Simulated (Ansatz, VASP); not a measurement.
**Two plane-wave programs on AlCr2C**

```
Al Cr C
1.0
     2.84188    0.00000    0.00000
    -1.42094    2.46114    0.00000
     0.00000    0.00000   12.68964
Al Cr C
2 4 2
Direct
  0.66667 0.33333 0.25000
  0.33333 0.66667 0.75000
  0.33333 0.66667 0.41570
  0.66667 0.33333 0.91570
  0.66667 0.33333 0.58430
  0.33333 0.66667 0.08430
  0.00000 0.00000 0.50000
  0.00000 0.00000 0.00000
```

Alike in both runs: functional PBE; k mesh 12 × 12 × 4; occupations gaussian, width 0.1 eV; no spin polarisation.

Ansatz relaxed the structure, and its values are those at the end. VASP's run is a single point on that final structure, the one shown.

```csv
,VASP,Ansatz
version,VASP 6.6.1,Ansatz 0.2.0
potentials or method,"VASP PAW PBE potentials, release 64 (Al, Cr_pv, C), cutoff 520 eV","scalar-relativistic, plane waves, PAW"
valence electrons in the cell,62,70
```

```tsv
	VASP	Ansatz	Ansatz less VASP
gap on the k mesh at the Fermi level (eV)	none	none	-
pressure (GPa)	0.1	0.0	-0.09
rms of the force components (eV/Å)	0.017	0.000	-0.0171
```

A gap of «none» marks a metal or a gap that the smearing closes. VASP's potentials hold 62 valence electrons a cell and Ansatz's 70, so a difference there can come from the potentials and not from the codes.
